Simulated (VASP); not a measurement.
# Sn (P6_3/mmc) in VASP: relaxation of cell and atoms with PBE

Aim: the relaxation of cell and atoms of Sn with PBE.

Everything below comes from runs of VASP 6.6.1. Logs are shortened: lines on timing, memory, paths and dates and some standing lists are left out, and cuts for length are marked.

### 1 The cell of the first run

The structure is hexagonal, space group P6_3/mmc (No. 194). The conventional cell has a = 3.418 Å, b = 3.418 Å, c = 5.536 Å, α = 90.00°, β = 90.00°, γ = 120.00°. Within 4.5 Å of Sn (site symmetry -6m2) lie 12 Sn at 3.40 to 3.42 Å.

This isn't the form of Sn at room conditions, which is tetragonal (white tin).

### 2 Relaxation of cell and atoms, PBE

File INCAR:

```
SYSTEM = Sn
  PREC = Accurate
  ENCUT = 600
  EDIFF = 1E-6
  ISMEAR = -1
  SIGMA = 0.05
  LREAL = .FALSE.
  LASPH = .TRUE.
  NELM = 60
  ALGO = Normal
  ISIF = 3
  LWAVE = .FALSE.
  LCHARG = .FALSE.
  GGA = PE
  IBRION = 2
  NSW = 60
  EDIFFG = -0.005
```

File KPOINTS:

```
Automatic mesh
0
G
  13 13 7
  0 0 0
```

File POSCAR:

```
Sn
1.0
    3.4175440961      0.0000000000      0.0000000000
   -1.7087720481      2.9596800058      0.0000000000
    0.0000000000      0.0000000000      5.5364214357
Sn
2
Direct
    0.3333333333      0.6666666667      0.2500000000
    0.6666666667      0.3333333333      0.7500000000
```

Potentials or basis: VASP PAW PBE potentials, release 64 (Sn_d).

Launch:

```bash
$ cat potpaw_PBE.64/Sn_d/POTCAR > POTCAR
$ mpirun -np 1 vasp_std > vasp.out
```

OUTCAR:

```text
SYSTEM = Sn
   PREC = Accurate
   ENCUT = 600
   EDIFF = 1E-6
   ISMEAR = -1
   LREAL = .FALSE.
   LASPH = .TRUE.
   NELM = 60
   ISIF = 3
   GGA = PE
   IBRION = 2
   NSW = 60
   EDIFFG = -0.005

 ion  position               nearest neighbor table
   1  0.333  0.667  0.250-   2 3.40   2 3.40   2 3.40   2 3.40   2 3.40   2 3.40
   2  0.667  0.333  0.750-   1 3.40   1 3.40   1 3.40   1 3.40   1 3.40   1 3.40

  LATTYP: Found a hexagonal cell.
 ALAT       =     3.4175440961
 C/A-ratio  =     1.6200000000

  Lattice vectors:

 A1 = (   3.4175440961,   0.0000000000,   0.0000000000)
 A2 = (  -1.7087720481,   2.9596800058,   0.0000000000)
 A3 = (   0.0000000000,   0.0000000000,   5.5364214357)

Analysis of symmetry for initial positions (statically):
=====================================================================
 Subroutine PRICEL returns:
 Original cell was already a primitive cell.

 Routine SETGRP: Setting up the symmetry group for a
 hexagonal supercell.

 Subroutine GETGRP returns: Found 24 space group operations
 (whereof 12 operations were pure point group operations)
 out of a pool of 24 trial point group operations.

The static configuration has the point symmetry D_3d.
 The point group associated with its full space group is D_6h.

Analysis of symmetry for dynamics (positions and initial velocities):
=====================================================================
 Subroutine PRICEL returns:
 Original cell was already a primitive cell.

 Routine SETGRP: Setting up the symmetry group for a
 hexagonal supercell.

 Subroutine GETGRP returns: Found 24 space group operations
 (whereof 12 operations were pure point group operations)
 out of a pool of 24 trial point group operations.

The dynamic configuration has the point symmetry D_3d.
 The point group associated with its full space group is D_6h.

 Subroutine INISYM returns: Found 24 space group operations
 (whereof 12 operations are pure point group operations),
 and found     1 'primitive' translations

----------------------------------------------------------------------------------------

                                     Primitive cell

  volume of cell :      56.0000

  direct lattice vectors                    reciprocal lattice vectors
     3.417544096  0.000000000  0.000000000     0.292607783  0.168937182  0.000000000
    -1.708772048  2.959680006  0.000000000     0.000000000  0.337874364  0.000000000
     0.000000000  0.000000000  5.536421436     0.000000000  0.000000000  0.180622088

  length of vectors
     3.417544096  3.417544096  5.536421436     0.337874364  0.337874364  0.180622088

  position of ions in fractional coordinates (direct lattice)
     0.333333333  0.666666667  0.250000000
     0.666666667  0.333333333  0.750000000

  ion indices of the primitive-cell ions
   primitive index   ion index
                 1           1
                 2           2

----------------------------------------------------------------------------------------

 KPOINTS: Automatic mesh

Automatic generation of k-mesh.
 Grid dimensions read from file:
 generate k-points for:   13   13    7

 Generating k-lattice:

  Cartesian coordinates                     Fractional coordinates (reciprocal lattice)
     0.022508291  0.012995168  0.000000000     0.076923077 -0.000000000  0.000000000
     0.000000000  0.025990336  0.000000000     0.000000000  0.076923077  0.000000000
     0.000000000  0.000000000  0.025803155     0.000000000  0.000000000  0.142857143

  Length of vectors
     0.025990336  0.025990336  0.025803155

  Shift w.r.t. Gamma in fractional coordinates (k-lattice)
     0.000000000  0.000000000  0.000000000

 Subroutine IBZKPT returns following result:
 ===========================================

 Found     84 irreducible k-points:

 Following reciprocal coordinates:
            Coordinates               Weight
  0.000000  0.000000  0.000000      1.000000
  0.076923  0.000000  0.000000      6.000000
  0.153846  0.000000  0.000000      6.000000
  0.230769  0.000000  0.000000      6.000000
  0.307692  0.000000  0.000000      6.000000
  0.384615  0.000000  0.000000      6.000000
[... 16 lines left out ...]
  0.076923  0.000000  0.142857     12.000000
  0.153846  0.000000  0.142857     12.000000
 [... further k-points ...]
   k-points           NKPTS =     84   k-points in BZ     NKDIM =     84   number of bands    NBANDS=     18
   number of dos      NEDOS =    301   number of ions     NIONS =      2
   total plane-waves  NPLWV =  37632
   dimension x,y,z NGX =    28 NGY =   28 NGZ =   48
   dimension x,y,z NGXF=    56 NGYF=   56 NGZF=   96
   ions per type =               2
   NGX,Y,Z   is equivalent  to a cutoff of  13.62, 13.62, 14.41 a.u.
   NGXF,Y,Z  is equivalent  to a cutoff of  27.24, 27.24, 28.83 a.u.
 SYSTEM =  Sn
   PREC   = accura    normal or accurate (medium, high low for compatibility)
   ISTART =      0    job   : 0-new  1-cont  2-samecut
   ICHARG =      2    charge: 1-file 2-atom 10-const
   ISPIN  =      1    spin polarized calculation?
   LNONCOLLINEAR =      F non collinear calculations
   LSORBIT =      F    spin-orbit coupling
   LASPH  =      T    aspherical Exc in radial PAW
   ENCUT  =  600.0 eV  44.10 Ry    6.64 a.u.   6.83  6.83 11.06*2*pi/ulx,y,z
   NELM   =     60;   NELMIN=  2; NELMDL= -5     # of ELM steps
   EDIFF  = 0.1E-05   stopping-criterion for ELM
   LREAL  =      F    real-space projection
   EDIFFG = -.5E-02   stopping-criterion for IOM
   NSW    =     60    number of steps for IOM
   IBRION =      2    ionic relax: 0-MD 1-quasi-New 2-CG
   NFREE  =      1    steps in history (QN), initial steepest desc. (CG)
   ISIF   =      3    stress and relaxation
   ISYM   =      2    0-nonsym 1-usesym 2-fastsym
   POTIM  = 0.5000    time-step for ionic-motion
   TEBEG  =    0.0;   TEEND  =   0.0 temperature during run
   PSTRESS=    0.0 pullay stress
   NELECT =      28.0000    total number of electrons
   NUPDOWN=      -1.0000    fix difference up-down
   EMIN   =  10.00;   EMAX   =-10.00  energy-range for DOS
   EFERMI =   0.00;   METHOD = LEGACY
   ISMEAR =    -1;   SIGMA  =   0.05  broadening in eV -4-tet -1-fermi 0-gaus
   EFERMI_NEDOS =   21; number of points for ismear=-14 and -15
   IALGO  =     38    algorithm
   IMIX   =      4    mixing-type and parameters
     AMIX     =   0.40;   BMIX     =  1.00
     AMIX_MAG =   1.60;   BMIX_MAG =  1.00
  volume/ion in A,a.u.               =      28.00       188.95
  Fermi-wavevector in a.u.,A,eV,Ry     =   1.299366  2.455446 22.971424  1.688352
  Thomas-Fermi vector in A             =   2.430634
   LORBIT       =      0    0 simple, 1 ext, 2 COOP (PROOUT), +10 PAW based schemes
   GGA     = PE    functional components
   LHFCALC =     F    Hartree Fock is set to
   AEXX    =    0.0000 exact exchange contribution
   IVDW    =     0    specifies the selected vdW correction
   LEPSILON=     F    determine dielectric tensor
   LRPA    =     F    only Hartree local field effects (RPA)
 conjugate gradient relaxation of ions
 non-spin polarized calculation
  energy-cutoff  :      600.00
  volume of cell :       56.00
 maximum number of plane-waves:      1888
 NGX is ok and might be reduce to    28
   NGX = 13   NGY = 13   NGZ = 23

--------------------------------------- Ionic step        1  -------------------------------------------

 number of electron      28.0000000 magnetization

 Free energy of the ion-electron system (eV)
  ---------------------------------------------------
  ext. energy  EPLUGINS =         0.00000000
  ---------------------------------------------------
  free energy    TOTEN  =        -7.56739072 eV

  energy without entropy =       -7.55728465  energy(sigma->0) =       -7.56233769

------------------------ aborting loop because EDIFF is reached ----------------------------------------

  FORCE on cell =-STRESS in cart. coord.  units (eV):
  Direction    XX          YY          ZZ          XY          YZ          ZX
  --------------------------------------------------------------------------------------
  -------------------------------------------------------------------------------------
  Total       -0.1064196     -0.1064196     -0.2955554      0.0000000      0.0000000      0.0000000
  in kB       -3.0446963     -3.0446963     -8.4559315      0.0000000      0.0000000      0.0000000
  external PRESSURE =      -4.8484414 kB  Pullay stress =       0.0000000 kB
[... 89 lines left out ...]
  FREE ENERGIE OF THE ION-ELECTRON SYSTEM (eV)
  ---------------------------------------------------
  free  energy   TOTEN  =        -7.5688431104 eV

  energy  without entropy=       -7.5588835243  energy(sigma->0) =       -7.56386332

[... ionic steps 4 to 7 ...]

--------------------------------------- Ionic step        8  -------------------------------------------

 number of electron      28.0000004 magnetization

------------------------ aborting loop because EDIFF is reached ----------------------------------------

  FORCE on cell =-STRESS in cart. coord.  units (eV):
  Direction    XX          YY          ZZ          XY          YZ          ZX
  --------------------------------------------------------------------------------------
  -------------------------------------------------------------------------------------
  Total       -0.0344121     -0.0344121     -0.0259568      0.0000000     -0.0000000      0.0000000
  in kB       -0.9924412     -0.9924412     -0.7485933      0.0000000     -0.0000000      0.0000000
  external PRESSURE =      -0.9111586 kB  Pullay stress =       0.0000000 kB
[... 57 lines left out ...]
  energy  without entropy=       -7.5613849733  energy(sigma->0) =       -7.56599426

--------------------------------------- Ionic step       10  -------------------------------------------

 number of electron      28.0000004 magnetization

 Free energy of the ion-electron system (eV)
  ---------------------------------------------------
  ext. energy  EPLUGINS =         0.00000000
  ---------------------------------------------------
  free energy    TOTEN  =        -7.57060313 eV

  energy without entropy =       -7.56138569  energy(sigma->0) =       -7.56599441

 E-fermi :   7.8939     XC(G=0): -10.2714

 val. band max:        7.8858989978   @ k =   0.2308   0.1538   0.2857
 cond. band min:       7.9056634709   @ k =   0.2308   0.1538   0.1429
 fundamental gap:      0.0197644731
 Fermi energy:         7.8939237380

 k-point     1 :       0.0000    0.0000    0.0000
  band No.  band energies     occupation
      1     -13.6728      2.00000
      2     -13.6650      2.00000
      3     -13.6599      2.00000
      4     -13.6599      2.00000
      5     -13.6490      2.00000
      6     -13.6490      2.00000
[... 10 lines left out ...]
     17      14.9451      0.00000
     18      16.0828      0.00000
[... 466 lines left out ...]
      2     -13.6633      2.00000
      3     -13.6607      2.00000
      4     -13.6538      2.00000
      5     -13.6395      2.00000
      6     -13.6273      2.00000
[... 10 lines left out ...]
     17      14.4621      0.00000
     18      14.8845      0.00000

 [... further k-points ...]
[... 5 lines left out ...]
  --------------------------------------------------------------------------------------
  -------------------------------------------------------------------------------------
  Total       -0.0095418     -0.0095418     -0.0043461      0.0000000      0.0000000      0.0000000
  in kB       -0.2755635     -0.2755635     -0.1255144      0.0000000      0.0000000      0.0000000
  external PRESSURE =      -0.2255472 kB  Pullay stress =       0.0000000 kB
[... 17 lines left out ...]
  FREE ENERGIE OF THE ION-ELECTRON SYSTEM (eV)
  ---------------------------------------------------
  free  energy   TOTEN  =        -7.5706031282 eV

  energy  without entropy=       -7.5613856910  energy(sigma->0) =       -7.56599441

 reached required accuracy - stopping structural energy minimisation
```

Run time: 3.4 min. Hardware: 1 thread of Intel Xeon 6975P-C (Granite Rapids), shared host; peak memory 0.25 GiB.

What came out:

| Quantity | Value |
| --- | --- |
| Free energy | -7.5706 eV |
| Relaxed volume | 27.74 Å³/atom |
| Relaxed cell | a = 3.434 Å, b = 3.434 Å, c = 5.434 Å, α = 90.00°, β = 90.00°, γ = 120.00° |
| Space group after relaxing (to 0.1 Å) | P6_3/mmc (No. 194) |
| Energy gained by relaxing | 1.6 meV/atom |
| Ionic steps | 10 |
| Pressure after relaxing | 0.0 GPa |
| Band gap on the k mesh | zero (bands 14 and 15 overlap by 7.26 eV) |

The path:
```
step  energy change (eV)  largest force (eV/Å)  pressure (GPa)  volume (Å³)
   1              0.0000                0.0000           -0.48        56.00
   2             -0.0015                0.0000            0.16        55.32
   3             -0.0015                0.0000            0.10        55.32
   4             -0.0023                0.0000            0.12        55.30
   5             -0.0028                0.0000            0.21        55.25
   6             -0.0031                0.0000            0.17        55.28
   7             -0.0031                0.0000            0.15        55.27
   8             -0.0032                0.0000           -0.09        55.55
   9             -0.0032                0.0000            0.02        55.46
  10             -0.0032                0.0000           -0.02        55.48
```

Final structure:
```
CELL_PARAMETERS angstrom
3.43361 0.00000 0.00000
-1.71681 2.97359 0.00000
0.00000 0.00000 5.43356
ATOMIC_POSITIONS crystal
Sn 0.33333 0.66667 0.25000
Sn 0.66667 0.33333 0.75000
```

Levels at points of the mesh, in eV from the Fermi level:
| k point | band 12 | band 13 | band 14 | band 15 | band 16 | band 17 |
| --- | --- | --- | --- | --- | --- | --- |
| (0.00, 0.00, 0.00) | -6.45 | -4.45 | 5.23 | 5.23 | 7.05 | 7.05 |

Caveat: spin-orbit coupling is left out, which moves the levels of the heavy elements.
